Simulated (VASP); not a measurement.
# Rh (Fm-3m) in VASP: density of states with PBE

Aim: the density of states of Rh with PBE.

Everything below comes from runs of VASP 6.6.1. Logs are shortened: lines on timing, memory, paths and dates and some standing lists are left out, and cuts for length are marked.

### 1 The cell of the first run

The structure is cubic, space group Fm-3m (No. 225). Conventional cell: a = 3.796 Å, b = 3.796 Å, c = 3.796 Å, α = 90.00°, β = 90.00°, γ = 90.00°. Rh (site symmetry m-3m) has 12 Rh at 2.68 Å within 3.5 Å.

### 2 Density of states, PBE

POSCAR reads:

```
Rh
1.0
    0.0000000000      1.8978500000      1.8978500000
    1.8978500000      0.0000000000      1.8978500000
    1.8978500000      1.8978500000      0.0000000000
Rh
1
Direct
    0.0000000000      0.0000000000      0.0000000000
```

INCAR.step1 reads:

```
SYSTEM = Rh
PREC = Accurate
ENCUT = 400
EDIFF = 1E-6
ISMEAR = 1
SIGMA = 0.1
LREAL = .FALSE.
LASPH = .TRUE.
NELM = 120
ALGO = Normal
ISIF = 2
LWAVE = .FALSE.
LCHARG = .TRUE.
LMAXMIX = 4
GGA = PE
NBANDS = 14
GGA_COMPAT = .FALSE.
NEDOS = 2001
LORBIT = 11
```

KPOINTS.step1 reads:

```
regular mesh
0
G
  12 12 12
  0 0 0
```

INCAR.step2 reads:

```
SYSTEM = Rh
PREC = Accurate
ENCUT = 400
EDIFF = 1E-6
ISMEAR = -5
SIGMA = 0.1
LREAL = .FALSE.
LASPH = .TRUE.
NELM = 120
ALGO = Normal
ISIF = 2
LWAVE = .FALSE.
LCHARG = .FALSE.
LMAXMIX = 4
GGA = PE
LORBIT = 10
NEDOS = 2001
ICHARG = 11
GGA_COMPAT = .FALSE.
```

KPOINTS.step2 reads:

```
regular mesh
0
G
  18 18 18
  0 0 0
```

Potentials or basis: VASP PAW PBE potentials, release 64 (Rh_pv).

The run is started by

```
$ cat potpaw_PBE.64/Rh_pv/POTCAR > POTCAR
$ cp INCAR.step1 INCAR
$ cp KPOINTS.step1 KPOINTS
$ mpirun -np 1 vasp_std > vasp.out
$ cp INCAR.step2 INCAR
$ cp KPOINTS.step2 KPOINTS
$ mpirun -np 1 vasp_std > vasp.out
```

OUTCAR:

```text
SYSTEM = Rh
   PREC = Accurate
   ENCUT = 400
   EDIFF = 1E-6
   ISMEAR = -5
   LREAL = .FALSE.
   LASPH = .TRUE.
   NELM = 120
   ISIF = 2
   GGA = PE
   LORBIT = 10
   ICHARG = 11

 ion  position               nearest neighbor table
   1  0.000  0.000  0.000-

  LATTYP: Found a face centered cubic cell.
 ALAT       =     3.7957000000

  Lattice vectors:

 A1 = (   0.0000000000,   1.8978500000,   1.8978500000)
 A2 = (   1.8978500000,   0.0000000000,   1.8978500000)
 A3 = (   1.8978500000,   1.8978500000,   0.0000000000)

Analysis of symmetry for initial positions (statically):
=====================================================================
 Subroutine PRICEL returns:
 Original cell was already a primitive cell.

 Routine SETGRP: Setting up the symmetry group for a
 face centered cubic supercell.

 Subroutine GETGRP returns: Found 48 space group operations
 (whereof 48 operations were pure point group operations)
 out of a pool of 48 trial point group operations.

The static configuration has the point symmetry O_h .

Analysis of symmetry for dynamics (positions and initial velocities):
=====================================================================
 Subroutine PRICEL returns:
 Original cell was already a primitive cell.

 Routine SETGRP: Setting up the symmetry group for a
 face centered cubic supercell.

 Subroutine GETGRP returns: Found 48 space group operations
 (whereof 48 operations were pure point group operations)
 out of a pool of 48 trial point group operations.

The dynamic configuration has the point symmetry O_h .

 Subroutine INISYM returns: Found 48 space group operations
 (whereof 48 operations are pure point group operations),
 and found     1 'primitive' translations

----------------------------------------------------------------------------------------

                                     Primitive cell

  volume of cell :      13.6715

  direct lattice vectors                    reciprocal lattice vectors
     0.000000000  1.897850000  1.897850000    -0.263456016  0.263456016  0.263456016
     1.897850000  0.000000000  1.897850000     0.263456016 -0.263456016  0.263456016
     1.897850000  1.897850000  0.000000000     0.263456016  0.263456016 -0.263456016

  length of vectors
     2.683965209  2.683965209  2.683965209     0.456319205  0.456319205  0.456319205

  position of ions in fractional coordinates (direct lattice)
     0.000000000  0.000000000  0.000000000

  ion indices of the primitive-cell ions
   primitive index   ion index
                 1           1

----------------------------------------------------------------------------------------

 KPOINTS: regular mesh

Automatic generation of k-mesh.
 Grid dimensions read from file:
 generate k-points for:   18   18   18

 Generating k-lattice:

  Cartesian coordinates                     Fractional coordinates (reciprocal lattice)
    -0.014636445  0.014636445  0.014636445     0.055555556  0.000000000  0.000000000
     0.014636445 -0.014636445  0.014636445     0.000000000  0.055555556  0.000000000
     0.014636445  0.014636445 -0.014636445     0.000000000  0.000000000  0.055555556

  Length of vectors
     0.025351067  0.025351067  0.025351067

  Shift w.r.t. Gamma in fractional coordinates (k-lattice)
     0.000000000  0.000000000  0.000000000

 TETIRR: Found    806 inequivalent tetrahedra from    34992

 Subroutine IBZKPT returns following result:
 ===========================================

 Found    195 irreducible k-points:

 Following reciprocal coordinates:
            Coordinates               Weight
  0.000000  0.000000  0.000000      1.000000
  0.055556  0.000000  0.000000      8.000000
  0.111111  0.000000  0.000000      8.000000
  0.166667  0.000000  0.000000      8.000000
  0.222222  0.000000  0.000000      8.000000
  0.277778  0.000000  0.000000      8.000000
[... 16 lines left out ...]
 -0.277778  0.055556  0.000000     24.000000
 -0.222222  0.055556  0.000000     24.000000
 [... further k-points ...]
   k-points           NKPTS =    195   k-points in BZ     NKDIM =    195   number of bands    NBANDS=     11
   number of dos      NEDOS =   2001   number of ions     NIONS =      1
   total plane-waves  NPLWV =   5832
   dimension x,y,z NGX =    18 NGY =   18 NGZ =   18
   dimension x,y,z NGXF=    36 NGYF=   36 NGZF=   36
   ions per type =               1
   NGX,Y,Z   is equivalent  to a cutoff of  11.15, 11.15, 11.15 a.u.
   NGXF,Y,Z  is equivalent  to a cutoff of  22.30, 22.30, 22.30 a.u.
 SYSTEM =  Rh
   PREC   = accura    normal or accurate (medium, high low for compatibility)
   ISTART =      0    job   : 0-new  1-cont  2-samecut
   ICHARG =     11    charge: 1-file 2-atom 10-const
   ISPIN  =      1    spin polarized calculation?
   LNONCOLLINEAR =      F non collinear calculations
   LSORBIT =      F    spin-orbit coupling
   LASPH  =      T    aspherical Exc in radial PAW
   ENCUT  =  400.0 eV  29.40 Ry    5.42 a.u.   4.38  4.38  4.38*2*pi/ulx,y,z
   NELM   =    120;   NELMIN=  2; NELMDL=  0     # of ELM steps
   EDIFF  = 0.1E-05   stopping-criterion for ELM
   LREAL  =      F    real-space projection
   EDIFFG = 0.1E-04   stopping-criterion for IOM
   NSW    =      0    number of steps for IOM
   IBRION =     -1    ionic relax: 0-MD 1-quasi-New 2-CG
   NFREE  =      0    steps in history (QN), initial steepest desc. (CG)
   ISIF   =      2    stress and relaxation
   ISYM   =      2    0-nonsym 1-usesym 2-fastsym
   POTIM  = 0.5000    time-step for ionic-motion
   TEBEG  =    0.0;   TEEND  =   0.0 temperature during run
   PSTRESS=    0.0 pullay stress
   NELECT =      15.0000    total number of electrons
   NUPDOWN=      -1.0000    fix difference up-down
   EMIN   =  10.00;   EMAX   =-10.00  energy-range for DOS
   EFERMI =   0.00;   METHOD = LEGACY
   ISMEAR =    -5;   SIGMA  =   0.10  broadening in eV -4-tet -1-fermi 0-gaus
   EFERMI_NEDOS =   21; number of points for ismear=-14 and -15
   IALGO  =     38    algorithm
   IMIX   =      4    mixing-type and parameters
     AMIX     =   0.40;   BMIX     =  1.00
     AMIX_MAG =   1.60;   BMIX_MAG =  1.00
  volume/ion in A,a.u.               =      13.67        92.26
  Fermi-wavevector in a.u.,A,eV,Ry     =   1.688496  3.190795 38.790465  2.851019
  Thomas-Fermi vector in A             =   2.770792
   LORBIT       =     10    0 simple, 1 ext, 2 COOP (PROOUT), +10 PAW based schemes
   GGA     = PE    functional components
   LHFCALC =     F    Hartree Fock is set to
   AEXX    =    0.0000 exact exchange contribution
   IVDW    =     0    specifies the selected vdW correction
   LEPSILON=     F    determine dielectric tensor
   LRPA    =     F    only Hartree local field effects (RPA)
 non-spin polarized calculation
 Fermi weights with tetrahedron method with Bloechl corrections
  energy-cutoff  :      400.00
  volume of cell :       13.67
 maximum number of plane-waves:       265
 NGX is ok and might be reduce to    18

 number of electron      15.0000007 magnetization

 Free energy of the ion-electron system (eV)
  ---------------------------------------------------
  ext. energy  EPLUGINS =         0.00000000
  ---------------------------------------------------
  free energy    TOTEN  =        -7.24686830 eV

  energy without entropy =       -7.24686830  energy(sigma->0) =       -7.24686830

 E-fermi :  11.9897     XC(G=0): -14.0716

 val. band max:       12.2644892922   @ k =   0.4444   0.0000   0.0000
 cond. band min:      11.9321476859   @ k =  -0.3333   0.3333   0.0000
 fundamental gap:     -0.3323416064
 Fermi energy:        11.9897353692

 k-point     1 :       0.0000    0.0000    0.0000
  band No.  band energies     occupation
      1     -34.4030      2.00000
      2     -34.4030      2.00000
      3     -34.4030      2.00000
      4       4.0054      2.00000
      5       8.8907      2.00000
      6       8.8907      2.00000
      7       8.8907      2.00000
      8      10.9927      2.00000
      9      10.9927      2.00000
     10      28.0030      0.00000
     11      32.4962      0.00000

 k-point     2 :       0.0556    0.0000    0.0000
  band No.  band energies     occupation
      1     -34.4263      2.00000
      2     -34.4061      2.00000
      3     -34.4061      2.00000
      4       4.1308      2.00000
      5       8.8348      2.00000
      6       8.9400      2.00000
      7       8.9400      2.00000
      8      10.9649      2.00000
      9      10.9649      2.00000
     10      28.1861      0.00000
     11      32.5392      0.00000

 k-point     3 :       0.1111    0.0000    0.0000
  band No.  band energies     occupation
      1     -34.4934      2.00000
      2     -34.4153      2.00000
      3     -34.4153      2.00000
      4       4.4905      2.00000
      5       8.6950      2.00000
      6       9.0687      2.00000
      7       9.0687      2.00000
      8      10.9046      2.00000
      9      10.9046      2.00000
     10      28.6755      0.00000
     11      31.3313      0.00000

 k-point     4 :       0.1667    0.0000    0.0000
  band No.  band energies     occupation
      1     -34.5944      2.00000
      2     -34.4291      2.00000
      3     -34.4291      2.00000
      4       5.0231      2.00000
      5       8.5605      2.00000
      6       9.2129      2.00000
      7       9.2129      2.00000
      8      10.8870      2.00000
      9      10.8870      2.00000
     10      29.2303      0.00000
     11      29.7520      0.00000
[... 239 lines left out ...]
 k-point    22 :      -0.3333    0.0556    0.0000
  band No.  band energies     occupation
      1     -34.9982      2.00000
      2     -34.5092      2.00000
      3     -34.4802      2.00000
      4       6.0905      2.00000
      5       8.9786      2.00000
      6       9.0853      2.00000
      7      10.0739      2.00000
      8      11.6459      2.09123
      9      12.4880     -0.13077
     10      23.9290      0.00000
     11      28.6085      0.00000

 k-point    23 :      -0.2778    0.0556    0.0000
  band No.  band energies     occupation
      1     -34.8872      2.00000
      2     -34.4944      2.00000
      3     -34.4624      2.00000
      4       6.0900      2.00000
      5       9.0336      2.00000
      6       9.2314      2.00000
      7       9.2518      2.00000
      8      11.1744      2.00000
      9      11.9420      1.14635
     10      25.7596      0.00000
     11      29.2845      0.00000

 k-point    24 :      -0.2222    0.0556    0.0000
  band No.  band energies     occupation
      1     -34.7625      2.00000
      2     -34.4764      2.00000
      3     -34.4441      2.00000
      4       5.8394      2.00000
      5       8.5526      2.00000
      6       9.2850      2.00000
      7       9.3371      2.00000
      8      10.7990      2.00000
      9      11.4868      2.13771
     10      27.5137      0.00000
     11      29.7324      0.00000

 [... further k-points ...]
[... 5 lines left out ...]
  --------------------------------------------------------------------------------------
  -------------------------------------------------------------------------------------
  Total        0.6658670      0.6658670      0.6658670      0.0000000      0.0000000      0.0000000
  in kB       78.0337442     78.0337442     78.0337442      0.0000000      0.0000000      0.0000000
  external PRESSURE =      78.0337442 kB  Pullay stress =       0.0000000 kB

 VOLUME and BASIS-vectors are now :
 -----------------------------------------------------------------------------
  energy-cutoff  :      400.00
  volume of cell :       13.67
      direct lattice vectors                 reciprocal lattice vectors
     0.000000000  1.897850000  1.897850000    -0.263456016  0.263456016  0.263456016
     1.897850000  0.000000000  1.897850000     0.263456016 -0.263456016  0.263456016
     1.897850000  1.897850000  0.000000000     0.263456016  0.263456016 -0.263456016

 POSITION                                       TOTAL-FORCE (eV/Angst)
 -----------------------------------------------------------------------------------
      0.00000      0.00000      0.00000         0.000000      0.000000      0.000000
 -----------------------------------------------------------------------------------
    total drift:                                0.000000      0.000000      0.000000

  FREE ENERGIE OF THE ION-ELECTRON SYSTEM (eV)
  ---------------------------------------------------
  free  energy   TOTEN  =        -7.2468682962 eV

  energy  without entropy=       -7.2468682962  energy(sigma->0) =       -7.24686830

 total charge

# of ion       s       p       d       tot
------------------------------------------
    1        0.416   6.306   7.076  13.798
```

Wall time 16 s (1 thread of Intel Xeon Platinum 8488C (Sapphire Rapids), shared host); peak memory 0.13 GiB.

Results:

- Valence electrons inside the program's atomic spheres: Rh 13.80

Levels at points of the mesh, in eV from the Fermi level:
```
           k point  band 3  band 4  band 5  band 6  band 7  band 8  band 9  band 10  band 11
(0.00, 0.00, 0.00)  -46.39   -7.98   -3.10   -3.10   -3.10   -1.00   -1.00    16.01    20.51
(0.50, 0.00, 0.00)  -46.50   -6.15   -3.18   -3.18    0.58    0.58    0.74     8.71    15.52
(0.50, 0.50, 0.00)  -46.67   -6.36   -5.99    0.55    1.00    1.00    3.29    12.35    13.37
```

Caveat: tetrahedron occupations give inexact forces and stress in metals.
